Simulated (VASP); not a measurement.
# Ta (Pm-3m) in VASP: single point with LDA

Aim: the single point of Ta with LDA.

Everything below comes from runs of VASP 6.6.1. Logs are shortened: lines on timing, memory, paths and dates and some standing lists are left out, and cuts for length are marked.

## (1) The cell of the first run

The structure is cubic, space group Pm-3m (No. 221). The conventional cell has a = 2.683 Å, b = 2.683 Å, c = 2.683 Å, α = 90.00°, β = 90.00°, γ = 90.00°. Ta (site symmetry m-3m) has 6 Ta at 2.68 Å within 3.5 Å.

## (2) Single point, LDA

Contents of INCAR:

```
SYSTEM = Ta
PREC = Accurate
ENCUT = 520
EDIFF = 1E-7
ISMEAR = -1
SIGMA = 0.05
LREAL = .False.
LASPH = .True.
NELM = 80
ALGO = Normal
ISIF = 2
LWAVE = .False.
LCHARG = .False.
GGA = CA
NBANDS = 12
```

Contents of KPOINTS:

```
regular mesh
0
Gamma
  14 14 14
  0 0 0
```

Contents of POSCAR:

```
Ta
1.0
    2.6829572927      0.0000000000      0.0000000000
    0.0000000000      2.6829572927      0.0000000000
    0.0000000000      0.0000000000      2.6829572927
Ta
1
Direct
    0.0000000000      0.0000000000      0.0000000000
```

Potentials or basis: VASP PAW LDA potentials, release 64 (Ta_pv).

Run with:

```sh
cat potpaw_LDA.64/Ta_pv/POTCAR > POTCAR
mpirun -np 1 vasp_std > vasp.out
```

OUTCAR:

```text
SYSTEM = Ta
   PREC = Accurate
   ENCUT = 520
   EDIFF = 1E-7
   ISMEAR = -1
   LREAL = .False.
   LASPH = .True.
   NELM = 80
   ISIF = 2
   GGA = CA

 ion  position               nearest neighbor table
   1  0.000  0.000  0.000-

  LATTYP: Found a simple cubic cell.
 ALAT       =     2.6829572927

  Lattice vectors:

 A1 = (   2.6829572927,   0.0000000000,   0.0000000000)
 A2 = (   0.0000000000,   2.6829572927,   0.0000000000)
 A3 = (   0.0000000000,   0.0000000000,   2.6829572927)

Analysis of symmetry for initial positions (statically):
=====================================================================
 Subroutine PRICEL returns:
 Original cell was already a primitive cell.

 Routine SETGRP: Setting up the symmetry group for a
 simple cubic supercell.

 Subroutine GETGRP returns: Found 48 space group operations
 (whereof 48 operations were pure point group operations)
 out of a pool of 48 trial point group operations.

The static configuration has the point symmetry O_h .

Analysis of symmetry for dynamics (positions and initial velocities):
=====================================================================
 Subroutine PRICEL returns:
 Original cell was already a primitive cell.

 Routine SETGRP: Setting up the symmetry group for a
 simple cubic supercell.

 Subroutine GETGRP returns: Found 48 space group operations
 (whereof 48 operations were pure point group operations)
 out of a pool of 48 trial point group operations.

The dynamic configuration has the point symmetry O_h .

 Subroutine INISYM returns: Found 48 space group operations
 (whereof 48 operations are pure point group operations),
 and found     1 'primitive' translations

----------------------------------------------------------------------------------------

                                     Primitive cell

  volume of cell :      19.3126

  direct lattice vectors                    reciprocal lattice vectors
     2.682957293  0.000000000  0.000000000     0.372723041  0.000000000  0.000000000
     0.000000000  2.682957293  0.000000000     0.000000000  0.372723041  0.000000000
     0.000000000  0.000000000  2.682957293     0.000000000  0.000000000  0.372723041

  length of vectors
     2.682957293  2.682957293  2.682957293     0.372723041  0.372723041  0.372723041

  position of ions in fractional coordinates (direct lattice)
     0.000000000  0.000000000  0.000000000

  ion indices of the primitive-cell ions
   primitive index   ion index
                 1           1

----------------------------------------------------------------------------------------

 KPOINTS: regular mesh

Automatic generation of k-mesh.
 Grid dimensions read from file:
 generate k-points for:   14   14   14

 Generating k-lattice:

  Cartesian coordinates                     Fractional coordinates (reciprocal lattice)
     0.026623074  0.000000000  0.000000000     0.071428571  0.000000000  0.000000000
     0.000000000  0.026623074  0.000000000     0.000000000  0.071428571  0.000000000
     0.000000000  0.000000000  0.026623074     0.000000000  0.000000000  0.071428571

  Length of vectors
     0.026623074  0.026623074  0.026623074

  Shift w.r.t. Gamma in fractional coordinates (k-lattice)
     0.000000000  0.000000000  0.000000000

 Subroutine IBZKPT returns following result:
 ===========================================

 Found    120 irreducible k-points:

 Following reciprocal coordinates:
            Coordinates               Weight
  0.000000  0.000000  0.000000      1.000000
  0.071429  0.000000  0.000000      6.000000
  0.142857  0.000000  0.000000      6.000000
  0.214286  0.000000  0.000000      6.000000
  0.285714  0.000000  0.000000      6.000000
  0.357143  0.000000  0.000000      6.000000
[... 16 lines left out ...]
  0.285714  0.214286  0.000000     24.000000
  0.357143  0.214286  0.000000     24.000000
 [... further k-points ...]
   k-points           NKPTS =    120   k-points in BZ     NKDIM =    120   number of bands    NBANDS=     12
   number of dos      NEDOS =    301   number of ions     NIONS =      1
   total plane-waves  NPLWV =   8000
   dimension x,y,z NGX =    20 NGY =   20 NGZ =   20
   dimension x,y,z NGXF=    40 NGYF=   40 NGZF=   40
   ions per type =               1
   NGX,Y,Z   is equivalent  to a cutoff of  12.39, 12.39, 12.39 a.u.
   NGXF,Y,Z  is equivalent  to a cutoff of  24.79, 24.79, 24.79 a.u.
 SYSTEM =  Ta
   PREC   = accura    normal or accurate (medium, high low for compatibility)
   ISTART =      0    job   : 0-new  1-cont  2-samecut
   ICHARG =      2    charge: 1-file 2-atom 10-const
   ISPIN  =      1    spin polarized calculation?
   LNONCOLLINEAR =      F non collinear calculations
   LSORBIT =      F    spin-orbit coupling
   LASPH  =      T    aspherical Exc in radial PAW
   ENCUT  =  520.0 eV  38.22 Ry    6.18 a.u.   4.99  4.99  4.99*2*pi/ulx,y,z
   NELM   =     80;   NELMIN=  2; NELMDL= -5     # of ELM steps
   EDIFF  = 0.1E-06   stopping-criterion for ELM
   LREAL  =      F    real-space projection
   EDIFFG = 0.1E-05   stopping-criterion for IOM
   NSW    =      0    number of steps for IOM
   IBRION =     -1    ionic relax: 0-MD 1-quasi-New 2-CG
   NFREE  =      0    steps in history (QN), initial steepest desc. (CG)
   ISIF   =      2    stress and relaxation
   ISYM   =      2    0-nonsym 1-usesym 2-fastsym
   POTIM  = 0.5000    time-step for ionic-motion
   TEBEG  =    0.0;   TEEND  =   0.0 temperature during run
   PSTRESS=    0.0 pullay stress
   NELECT =      11.0000    total number of electrons
   NUPDOWN=      -1.0000    fix difference up-down
   EMIN   =  10.00;   EMAX   =-10.00  energy-range for DOS
   EFERMI =   0.00;   METHOD = LEGACY
   ISMEAR =    -1;   SIGMA  =   0.05  broadening in eV -4-tet -1-fermi 0-gaus
   EFERMI_NEDOS =   21; number of points for ismear=-14 and -15
   IALGO  =     38    algorithm
   IMIX   =      4    mixing-type and parameters
     AMIX     =   0.40;   BMIX     =  1.00
     AMIX_MAG =   1.60;   BMIX_MAG =  1.00
  volume/ion in A,a.u.               =      19.31       130.33
  Fermi-wavevector in a.u.,A,eV,Ry     =   1.357038  2.564430 25.055833  1.841552
  Thomas-Fermi vector in A             =   2.483990
   LORBIT       =      0    0 simple, 1 ext, 2 COOP (PROOUT), +10 PAW based schemes
   GGA     = CA    functional components
   LHFCALC =     F    Hartree Fock is set to
   AEXX    =    0.0000 exact exchange contribution
   IVDW    =     0    specifies the selected vdW correction
   LEPSILON=     F    determine dielectric tensor
   LRPA    =     F    only Hartree local field effects (RPA)
 non-spin polarized calculation
  energy-cutoff  :      520.00
  volume of cell :       19.31
 maximum number of plane-waves:       552
 NGX is ok and might be reduce to    20
   NGX =  9   NGY =  9   NGZ =  9

 number of electron      10.9999998 magnetization

 Free energy of the ion-electron system (eV)
  ---------------------------------------------------
  ext. energy  EPLUGINS =         0.00000000
  ---------------------------------------------------
  free energy    TOTEN  =       -11.68880355 eV

  energy without entropy =      -11.67852945  energy(sigma->0) =      -11.68366650

 E-fermi :   4.8619     XC(G=0): -12.3240

 val. band max:        4.8581153411   @ k =   0.5000   0.2143   0.0000
 cond. band min:       4.8638365299   @ k =   0.4286   0.2857   0.2143
 fundamental gap:      0.0057211888
 Fermi energy:         4.8618966081

 k-point     1 :       0.0000    0.0000    0.0000
  band No.  band energies     occupation
      1     -28.1947      2.00000
      2     -28.1947      2.00000
      3     -28.1947      2.00000
      4      -2.5619      2.00000
      5       1.9965      2.00000
      6       1.9965      2.00000
      7      11.3835      0.00000
      8      11.3835      0.00000
      9      11.3835      0.00000
     10      18.3770      0.00000
     11      20.0319      0.00000
     12      20.0319      0.00000

 k-point     2 :       0.0714    0.0000    0.0000
  band No.  band energies     occupation
      1     -28.2739      2.00000
      2     -28.1881      2.00000
      3     -28.1881      2.00000
      4      -2.3951      2.00000
      5       2.0415      2.00000
      6       2.1747      2.00000
      7      11.0674      0.00000
      8      11.0674      0.00000
      9      11.4048      0.00000
     10      18.3735      0.00000
     11      19.1781      0.00000
     12      20.4225      0.00000

 k-point     3 :       0.1429    0.0000    0.0000
  band No.  band energies     occupation
      1     -28.4912      2.00000
      2     -28.1696      2.00000
      3     -28.1696      2.00000
      4      -1.9347      2.00000
      5       2.1705      2.00000
      6       2.6951      2.00000
      7      10.2984      0.00000
      8      10.2984      0.00000
      9      11.4648      0.00000
     10      17.5357      0.00000
     11      18.3873      0.00000
     12      21.4017      0.00000

 k-point     4 :       0.2143    0.0000    0.0000
  band No.  band energies     occupation
      1     -28.7944      2.00000
      2     -28.1427      2.00000
      3     -28.1427      2.00000
      4      -1.2779      2.00000
      5       2.3649      2.00000
      6       3.4837      2.00000
      7       9.3829      0.00000
      8       9.3829      0.00000
      9      11.5528      0.00000
     10      16.0142      0.00000
     11      18.3832      0.00000
     12      22.6347      0.00000

 k-point     5 :       0.2857    0.0000    0.0000
  band No.  band energies     occupation
      1     -29.1172      2.00000
      2     -28.1127      2.00000
      3     -28.1127      2.00000
      4      -0.5325      2.00000
      5       2.5930      2.00000
      6       4.3364      1.99995
      7       8.5328      0.00000
      8       8.5328      0.00000
      9      11.6526      0.00000
     10      15.0008      0.00000
     11      18.3826      0.00000
     12      21.4309      0.00000

 k-point     6 :       0.3571    0.0000    0.0000
  band No.  band energies     occupation
      1     -29.3968      2.00000
      2     -28.0854      2.00000
      3     -28.0854      2.00000
      4       0.1993      2.00000
      5       2.8113      2.00000
      6       4.9288      0.41539
      7       7.8655      0.00000
      8       7.8655      0.00000
      9      11.7443      0.00000
     10      14.7912      0.00000
     11      18.3828      0.00000
     12      20.2362      0.00000

 k-point     7 :       0.4286    0.0000    0.0000
  band No.  band energies     occupation
      1     -29.5846      2.00000
      2     -28.0665      2.00000
      3     -28.0665      2.00000
      4       0.7830      2.00000
      5       2.9704      2.00000
      6       5.1020      0.01629
      7       7.4440      0.00000
      8       7.4440      0.00000
      9      11.8088      0.00000
     10      15.3104      0.00000
     11      18.3833      0.00000
     12      19.4874      0.00000

 k-point     8 :       0.5000    0.0000    0.0000
  band No.  band energies     occupation
      1     -29.6506      2.00000
      2     -28.0597      2.00000
      3     -28.0597      2.00000
      4       1.0189      2.00000
      5       3.0290      2.00000
      6       5.0906      0.02042
      7       7.3003      0.00000
      8       7.3003      0.00000
      9      11.8321      0.00000
     10      15.7274      0.00000
     11      18.3840      0.00000
     12      19.2317      0.00000
[... 166 lines left out ...]
 k-point    20 :       0.4286    0.1429    0.0000
  band No.  band energies     occupation
      1     -29.5472      2.00000
      2     -28.3478      2.00000
      3     -28.0427      2.00000
      4       1.4204      2.00000
      5       3.5173      2.00000
      6       4.0847      2.00000
      7       7.5883      0.00000
      8       8.1666      0.00000
      9      10.8937      0.00000
     10      15.4733      0.00000
     11      18.3818      0.00000
     12      20.6688      0.00000

 k-point    21 :       0.5000    0.1429    0.0000
  band No.  band energies     occupation
      1     -29.6126      2.00000
      2     -28.3402      2.00000
      3     -28.0359      2.00000
      4       1.7049      2.00000
      5       3.6655      2.00000
      6       3.7570      2.00000
      7       7.4467      0.00000
      8       8.3116      0.00000
      9      10.9231      0.00000
     10      15.6920      0.00000
     11      18.3821      0.00000
     12      20.4395      0.00000

 k-point    22 :       0.2143    0.2143    0.0000
  band No.  band energies     occupation
      1     -28.7530      2.00000
      2     -28.7077      2.00000
      3     -28.0917      2.00000
      4      -0.0462      2.00000
      5       3.1904      2.00000
      6       4.4401      1.99957
      7       7.3261      0.00000
      8       9.3953      0.00000
      9       9.9279      0.00000
     10      17.8644      0.00000
     11      18.2609      0.00000
     12      18.5018      0.00000

 k-point    23 :       0.2857    0.2143    0.0000
  band No.  band energies     occupation
      1     -29.0486      2.00000
      2     -28.6919      2.00000
      3     -28.0623      2.00000
      4       0.6155      2.00000
      5       3.3309      2.00000
      6       5.0533      0.04260
      7       7.0573      0.00000
      8       8.7736      0.00000
      9       9.8764      0.00000
     10      16.6599      0.00000
     11      18.3700      0.00000
     12      19.1495      0.00000

 k-point    24 :       0.3571    0.2143    0.0000
  band No.  band energies     occupation
      1     -29.3226      2.00000
      2     -28.6593      2.00000
      3     -28.0356      2.00000
      4       1.2622      2.00000
      5       3.2583      2.00000
      6       5.0258      0.07264
      7       7.8138      0.00000
      8       8.1521      0.00000
      9       9.9840      0.00000
     10      15.8056      0.00000
     11      18.3768      0.00000
     12      20.0584      0.00000

 [... further k-points ...]
[... 5 lines left out ...]
  --------------------------------------------------------------------------------------
  -------------------------------------------------------------------------------------
  Total        0.0737773      0.0737773      0.0737773      0.0000000      0.0000000      0.0000000
  in kB        6.1205719      6.1205719      6.1205719      0.0000000      0.0000000      0.0000000
  external PRESSURE =       6.1205719 kB  Pullay stress =       0.0000000 kB

 VOLUME and BASIS-vectors are now :
 -----------------------------------------------------------------------------
  energy-cutoff  :      520.00
  volume of cell :       19.31
      direct lattice vectors                 reciprocal lattice vectors
     2.682957293  0.000000000  0.000000000     0.372723041  0.000000000  0.000000000
     0.000000000  2.682957293  0.000000000     0.000000000  0.372723041  0.000000000
     0.000000000  0.000000000  2.682957293     0.000000000  0.000000000  0.372723041

 POSITION                                       TOTAL-FORCE (eV/Angst)
 -----------------------------------------------------------------------------------
      0.00000      0.00000      0.00000         0.000000      0.000000      0.000000
 -----------------------------------------------------------------------------------
    total drift:                                0.000000      0.000000      0.000000

  FREE ENERGIE OF THE ION-ELECTRON SYSTEM (eV)
  ---------------------------------------------------
  free  energy   TOTEN  =       -11.6888035518 eV

  energy  without entropy=      -11.6785294456  energy(sigma->0) =      -11.68366650
```

It took 9 s on 1 thread of Intel Xeon Platinum 8559C (Emerald Rapids), shared host; peak memory 0.13 GiB.

What came out:

```yaml
Free_energy: -11.6888 eV
Pressure: 0.6 GPa
```

Levels at points of the mesh, in eV from the Fermi level:
```
           k point  band 4  band 5  band 6  band 7  band 8  band 9
(0.00, 0.00, 0.00)   -7.42   -2.87   -2.87    6.52    6.52    6.52
(0.50, 0.00, 0.00)   -3.84   -1.83    0.23    2.44    2.44    6.97
(0.50, 0.50, 0.00)   -4.35   -1.46    3.29    3.29    5.62    5.62
(0.50, 0.50, 0.50)   -2.61   -2.61   -2.61    7.70    9.67    9.67
```

Caveat: spin-orbit coupling is left out, which moves the levels of the heavy elements.
